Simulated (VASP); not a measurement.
# Bi (C2/c) in VASP: further runs

Runs on Bi. Level: PBE. Tasks: single point.

Everything below comes from runs of VASP 6.6.1. Logs are shortened: lines on timing, memory, paths and dates and some standing lists are left out, and cuts for length are marked.

## 1. The cell of the first run

It takes space group C2/c (No. 15, monoclinic). Conventional cell: a = 3.334 Å, b = 8.886 Å, c = 4.672 Å, α = 90.00°, β = 109.27°, γ = 90.00°. Within 4.2 Å of Bi (site symmetry 2) lie 10 Bi at 3.23 to 4.05 Å.

## 2. Single point, PBE (32.67 Å³/atom)

INCAR reads:

```
SYSTEM = Bi
ALGO = Normal
EDIFF = 1E-6
ENCUT = 520
GGA = PE
ISIF = 2
ISMEAR = -1
LASPH = .True.
LCHARG = .False.
LREAL = .False.
LWAVE = .False.
NBANDS = 22
NELM = 60
PREC = Accurate
SIGMA = 0.1
```

KPOINTS reads:

```
k-points
0
Gamma
  12 12 8
  0 0 0
```

POSCAR reads:

```
Bi
1.0
   -3.1248721769      3.1587347452      1.6668602498
    3.1587347452     -3.1248721769      1.6668602498
    3.1025181351      3.1025181351     -1.6048408939
Bi
2
Direct
    0.0001780374      0.9998219626      1.0000000000
    0.7498219626      0.2501780374      0.5000000000
```

Potentials or basis: VASP PAW PBE potentials, release 64 (Bi_d).

Command:

```console
$ cat potpaw_PBE.64/Bi_d/POTCAR > POTCAR
$ mpirun -np 1 vasp_std > vasp.out
```

OUTCAR:

```text
SYSTEM = Bi
   EDIFF = 1E-6
   ENCUT = 520
   GGA = PE
   ISIF = 2
   ISMEAR = -1
   LASPH = .True.
   LREAL = .False.
   NELM = 60
   PREC = Accurate

 ion  position               nearest neighbor table
   1  0.000  1.000  0.000-   2 3.23   2 3.23   2 3.25   2 3.25
   2  0.750  0.250  0.500-   1 3.23   1 3.23   1 3.25   1 3.25

  LATTYP: Found a base centered monoclinic cell.
 ALAT       =     3.3340644440
 B/A-ratio  =     2.6653240449
 C/A-ratio  =     1.4012659385
 COS(beta)  =    -0.3299835206

  Lattice vectors:

 A1 = (  -3.1248721769,   3.1587347452,   1.6668602498)
 A2 = (   3.1587347452,  -3.1248721769,   1.6668602498)
 A3 = (   3.1025181351,   3.1025181351,  -1.6048408939)

Analysis of symmetry for initial positions (statically):
=====================================================================
 Subroutine PRICEL returns:
 Original cell was already a primitive cell.

 Routine SETGRP: Setting up the symmetry group for a
 base centered monoclinic supercell.

 Subroutine GETGRP returns: Found  4 space group operations
 (whereof  2 operations were pure point group operations)
 out of a pool of  4 trial point group operations.

The static configuration has the point symmetry C_2 .
 The point group associated with its full space group is C_2h.

Analysis of symmetry for dynamics (positions and initial velocities):
=====================================================================
 Subroutine PRICEL returns:
 Original cell was already a primitive cell.

 Routine SETGRP: Setting up the symmetry group for a
 base centered monoclinic supercell.

 Subroutine GETGRP returns: Found  4 space group operations
 (whereof  2 operations were pure point group operations)
 out of a pool of  4 trial point group operations.

The dynamic configuration has the point symmetry C_2 .
 The point group associated with its full space group is C_2h.

 Subroutine INISYM returns: Found  4 space group operations
 (whereof  2 operations are pure point group operations),
 and found     1 'primitive' translations

----------------------------------------------------------------------------------------

                                     Primitive cell

  volume of cell :      65.3324

  direct lattice vectors                    reciprocal lattice vectors
    -3.124872177  3.158734745  1.666860250    -0.002396079  0.156748186  0.298397314
     3.158734745 -3.124872177  1.666860250     0.156748186 -0.002396079  0.298397314
     3.102518135  3.102518135 -1.604840894     0.160317071  0.160317071 -0.003256870

  length of vectors
     4.745614228  4.745614228  4.671910942     0.337070752  0.337070752  0.226745968

  position of ions in fractional coordinates (direct lattice)
     0.000178037  0.999821963  1.000000000
     0.749821963  0.250178037  0.500000000

  ion indices of the primitive-cell ions
   primitive index   ion index
                 1           1
                 2           2

----------------------------------------------------------------------------------------

 KPOINTS: k-points

Automatic generation of k-mesh.
 Grid dimensions read from file:
 generate k-points for:   12   12    8

 Generating k-lattice:

  Cartesian coordinates                     Fractional coordinates (reciprocal lattice)
    -0.000199673  0.013062349  0.024866443     0.083333333  0.000000000  0.000000000
     0.013062349 -0.000199673  0.024866443     0.000000000  0.083333333  0.000000000
     0.020039634  0.020039634 -0.000407109    -0.000000000 -0.000000000  0.125000000

  Length of vectors
     0.028089229  0.028089229  0.028343246

  Shift w.r.t. Gamma in fractional coordinates (k-lattice)
     0.000000000  0.000000000  0.000000000

 Subroutine IBZKPT returns following result:
 ===========================================

 Found    320 irreducible k-points:

 Following reciprocal coordinates:
            Coordinates               Weight
  0.000000  0.000000  0.000000      1.000000
  0.083333  0.000000  0.000000      4.000000
  0.166667 -0.000000  0.000000      4.000000
  0.250000 -0.000000  0.000000      4.000000
  0.333333 -0.000000  0.000000      4.000000
  0.416667  0.000000  0.000000      4.000000
[... 16 lines left out ...]
  0.500000  0.166667  0.000000      4.000000
 -0.416667  0.166667 -0.000000      4.000000
 [... further k-points ...]
   k-points           NKPTS =    320   k-points in BZ     NKDIM =    320   number of bands    NBANDS=     22
   number of dos      NEDOS =    301   number of ions     NIONS =      2
   total plane-waves  NPLWV =  46656
   dimension x,y,z NGX =    36 NGY =   36 NGZ =   36
   dimension x,y,z NGXF=    72 NGYF=   72 NGZF=   72
   ions per type =               2
   NGX,Y,Z   is equivalent  to a cutoff of  12.61, 12.61, 12.81 a.u.
   NGXF,Y,Z  is equivalent  to a cutoff of  25.22, 25.22, 25.62 a.u.
 SYSTEM =  Bi
   PREC   = accura    normal or accurate (medium, high low for compatibility)
   ISTART =      0    job   : 0-new  1-cont  2-samecut
   ICHARG =      2    charge: 1-file 2-atom 10-const
   ISPIN  =      1    spin polarized calculation?
   LNONCOLLINEAR =      F non collinear calculations
   LSORBIT =      F    spin-orbit coupling
   LASPH  =      T    aspherical Exc in radial PAW
   ENCUT  =  520.0 eV  38.22 Ry    6.18 a.u.   8.82  8.82  8.69*2*pi/ulx,y,z
   NELM   =     60;   NELMIN=  2; NELMDL= -5     # of ELM steps
   EDIFF  = 0.1E-05   stopping-criterion for ELM
   LREAL  =      F    real-space projection
   EDIFFG = 0.1E-04   stopping-criterion for IOM
   NSW    =      0    number of steps for IOM
   IBRION =     -1    ionic relax: 0-MD 1-quasi-New 2-CG
   NFREE  =      0    steps in history (QN), initial steepest desc. (CG)
   ISIF   =      2    stress and relaxation
   ISYM   =      2    0-nonsym 1-usesym 2-fastsym
   POTIM  = 0.5000    time-step for ionic-motion
   TEBEG  =    0.0;   TEEND  =   0.0 temperature during run
   PSTRESS=    0.0 pullay stress
   NELECT =      30.0000    total number of electrons
   NUPDOWN=      -1.0000    fix difference up-down
   EMIN   =  10.00;   EMAX   =-10.00  energy-range for DOS
   EFERMI =   0.00;   METHOD = LEGACY
   ISMEAR =    -1;   SIGMA  =   0.10  broadening in eV -4-tet -1-fermi 0-gaus
   EFERMI_NEDOS =   21; number of points for ismear=-14 and -15
   IALGO  =     38    algorithm
   IMIX   =      4    mixing-type and parameters
     AMIX     =   0.40;   BMIX     =  1.00
     AMIX_MAG =   1.60;   BMIX_MAG =  1.00
  volume/ion in A,a.u.               =      32.67       220.44
  Fermi-wavevector in a.u.,A,eV,Ry     =   1.263007  2.386737 21.703834  1.595187
  Thomas-Fermi vector in A             =   2.396386
   LORBIT       =      0    0 simple, 1 ext, 2 COOP (PROOUT), +10 PAW based schemes
   GGA     = PE    functional components
   LHFCALC =     F    Hartree Fock is set to
   AEXX    =    0.0000 exact exchange contribution
   IVDW    =     0    specifies the selected vdW correction
   LEPSILON=     F    determine dielectric tensor
   LRPA    =     F    only Hartree local field effects (RPA)
 non-spin polarized calculation
  energy-cutoff  :      520.00
  volume of cell :       65.33
 maximum number of plane-waves:      1778
   NGX = 17   NGY = 17   NGZ = 17

 number of electron      29.9999992 magnetization

 Free energy of the ion-electron system (eV)
  ---------------------------------------------------
  ext. energy  EPLUGINS =         0.00000000
  ---------------------------------------------------
  free energy    TOTEN  =        -7.68161877 eV

  energy without entropy =       -7.64313609  energy(sigma->0) =       -7.66237743

 E-fermi :   7.2671     XC(G=0):  -9.9749

 val. band max:        7.2583609783   @ k =  -0.0833  -0.1667   0.2500
 cond. band min:       7.2670563874   @ k =  -0.0833   0.0000   0.3750
 fundamental gap:      0.0086954091
 Fermi energy:         7.2670510147

 k-point     1 :       0.0000    0.0000    0.0000
  band No.  band energies     occupation
      1     -15.7750      2.00000
      2     -15.7225      2.00000
      3     -15.6720      2.00000
      4     -15.6639      2.00000
      5     -15.5363      2.00000
      6     -15.5356      2.00000
[... 14 lines left out ...]
     21      15.7966      0.00000
     22      16.4115      0.00000

 k-point     2 :       0.0833    0.0000    0.0000
  band No.  band energies     occupation
      1     -15.7714      2.00000
      2     -15.7087      2.00000
      3     -15.6604      2.00000
      4     -15.6565      2.00000
      5     -15.5437      2.00000
      6     -15.5414      2.00000
[... 14 lines left out ...]
     21      15.6365      0.00000
     22      15.7573      0.00000

 k-point     3 :       0.1667   -0.0000    0.0000
  band No.  band energies     occupation
      1     -15.7608      2.00000
      2     -15.6726      2.00000
      3     -15.6508      2.00000
      4     -15.6192      2.00000
      5     -15.5614      2.00000
      6     -15.5487      2.00000
[... 14 lines left out ...]
     21      14.5705      0.00000
     22      15.5973      0.00000

 k-point     4 :       0.2500   -0.0000    0.0000
  band No.  band energies     occupation
      1     -15.7454      2.00000
      2     -15.6380      2.00000
      3     -15.6329      2.00000
      4     -15.5991      2.00000
      5     -15.5823      2.00000
      6     -15.5541      2.00000
[... 14 lines left out ...]
     21      14.1473      0.00000
     22      16.0788      0.00000

 k-point     5 :       0.3333   -0.0000    0.0000
  band No.  band energies     occupation
      1     -15.7301      2.00000
      2     -15.6290      2.00000
      3     -15.6211      2.00000
      4     -15.6097      2.00000
      5     -15.5966      2.00000
      6     -15.5695      2.00000
[... 417 lines left out ...]
 k-point    22 :       0.4167    0.1667    0.0000
  band No.  band energies     occupation
      1     -15.7108      2.00000
      2     -15.6524      2.00000
      3     -15.6294      2.00000
      4     -15.5994      2.00000
      5     -15.5932      2.00000
      6     -15.5662      2.00000
[... 14 lines left out ...]
     21      14.5008      0.00000
     22      16.2968      0.00000

 k-point    23 :       0.5000    0.1667    0.0000
  band No.  band energies     occupation
      1     -15.7076      2.00000
      2     -15.6449      2.00000
      3     -15.6265      2.00000
      4     -15.6053      2.00000
      5     -15.5844      2.00000
      6     -15.5653      2.00000
[... 14 lines left out ...]
     21      14.8482      0.00000
     22      15.8666      0.00000

 k-point    24 :      -0.4167    0.1667   -0.0000
  band No.  band energies     occupation
      1     -15.7153      2.00000
      2     -15.6414      2.00000
      3     -15.6310      2.00000
      4     -15.6148      2.00000
      5     -15.5800      2.00000
      6     -15.5583      2.00000
[... 14 lines left out ...]
     21      14.8322      0.00000
     22      17.5129      0.00000

 [... further k-points ...]

------------------------ aborting loop because EDIFF is reached ----------------------------------------

  FORCE on cell =-STRESS in cart. coord.  units (eV):
  Direction    XX          YY          ZZ          XY          YZ          ZX
  --------------------------------------------------------------------------------------
  -------------------------------------------------------------------------------------
  Total        0.8849662      0.8849662      0.8974733      0.0706824     -0.0587971     -0.0587970
  in kB       21.7024536     21.7024536     22.0091714      1.7333786     -1.4419087     -1.4419081
  external PRESSURE =      21.8046929 kB  Pullay stress =       0.0000000 kB

 VOLUME and BASIS-vectors are now :
 -----------------------------------------------------------------------------
  energy-cutoff  :      520.00
  volume of cell :       65.33
      direct lattice vectors                 reciprocal lattice vectors
    -3.124872177  3.158734745  1.666860250    -0.002396079  0.156748186  0.298397314
     3.158734745 -3.124872177  1.666860250     0.156748186 -0.002396079  0.298397314
     3.102518135  3.102518135 -1.604840894     0.160317071  0.160317071 -0.003256870

 POSITION                                       TOTAL-FORCE (eV/Angst)
 -----------------------------------------------------------------------------------
      3.15762     -3.12375      1.66686        -0.008914      0.008914      0.000000
     -0.00159      3.13797      0.86444         0.008914     -0.008914     -0.000000
 -----------------------------------------------------------------------------------
    total drift:                                0.000000     -0.000000      0.000000

  FREE ENERGIE OF THE ION-ELECTRON SYSTEM (eV)
  ---------------------------------------------------
  free  energy   TOTEN  =        -7.6816187740 eV

  energy  without entropy=       -7.6431360941  energy(sigma->0) =       -7.66237743
```

Run time: 6.4 min. Hardware: 1 thread of Intel Xeon 8259CL, shared host; peak memory 0.44 GiB.

What came out:

* Free energy: -7.6816 eV
* Pressure: 2.2 GPa
* Largest force: 0.013 eV/Å
* Band gap on the k mesh: zero (bands 15 and 16 overlap by 5.42 eV)

Forces in eV/Å, atoms in the order of the input:
```
Bi  -0.009  0.009  0.000
Bi   0.009 -0.009  0.000
```

Caveat: spin-orbit coupling is left out, which moves the levels of the heavy elements.

## 3. Single point, PBE (34.03 Å³/atom)

This run uses another cell than the first one, of 34.03 Å³/atom.

INCAR reads:

```
PREC     = Accurate       # precision mode
ENCUT    = 520            # plane-wave cutoff, eV
EDIFF    = 1E-6           # SCF threshold, eV
ISMEAR   = -1             # smearing method
SIGMA    = 0.1            # smearing width, eV
LREAL    = F              # projectors in reciprocal space
LASPH    = T              # aspherical terms in the spheres
NELM     = 100            # most SCF steps
ALGO     = Normal         # electronic algorithm
ISIF     = 2              # what is computed and relaxed
LWAVE    = F              # write WAVECAR
LCHARG   = F              # write CHGCAR
GGA      = PE             # functional
NBANDS   = 22             # bands
```

KPOINTS reads:

```
Automatic mesh
0
Gamma
  12 12 8
```

POSCAR reads:

```
Bi
1.0
   -3.1676839650      3.2020104618      1.6896967896
    3.2020104618     -3.1676839650      1.6896967896
    3.1450236655      3.1450236655     -1.6268277479
Bi
2
Direct
    0.0001780374      0.9998219626      1.0000000000
    0.7498219626      0.2501780374      0.5000000000
```

Potentials or basis: VASP PAW PBE potentials, release 64 (Bi_d).

Command:

```console
$ cat potpaw_PBE.64/Bi_d/POTCAR > POTCAR
$ mpirun -np 1 vasp_std > vasp.out
```

Wall time 7 min (1 thread of Intel Xeon 8259CL, shared host); peak memory 0.45 GiB.

The run converged. Its results:

```
Free energy            : -7.7009 eV
Pressure               : 0.0 GPa
Largest force          : 0.003 eV/Å
Band gap on the k mesh : zero (bands 15 and 16 overlap by 5.21 eV)
```

Forces in eV/Å, atoms in the order of the input:
```
Bi  -0.002  0.002  0.000
Bi   0.002 -0.002  0.000
```

Stress tensor (GPa, compression positive):
```
 0.01  0.17 -0.14
 0.17  0.01 -0.14
-0.14 -0.14  0.02
```

Levels at points of the mesh, in eV from the Fermi level:
```
           k point  band 13  band 14  band 15  band 16  band 17  band 18
(0.00, 0.00, 0.00)    -2.96    -2.88     2.82     3.41     3.44     4.15
(0.50, 0.00, 0.00)    -4.06    -2.72    -2.02     0.85     1.66     1.85
(0.50, 0.50, 0.00)    -0.90    -0.87    -0.77    -0.76     3.59     4.04
(0.00, 0.00, 0.50)    -0.95    -0.95    -0.81    -0.81     3.79     3.79
(0.50, 0.00, 0.50)    -4.05    -2.76    -2.14     0.52     1.57     1.95
(0.50, 0.50, 0.50)    -4.92    -4.92     3.27     3.27     5.45     5.45
```

Caveat: spin-orbit coupling is left out, which moves the levels of the heavy elements.
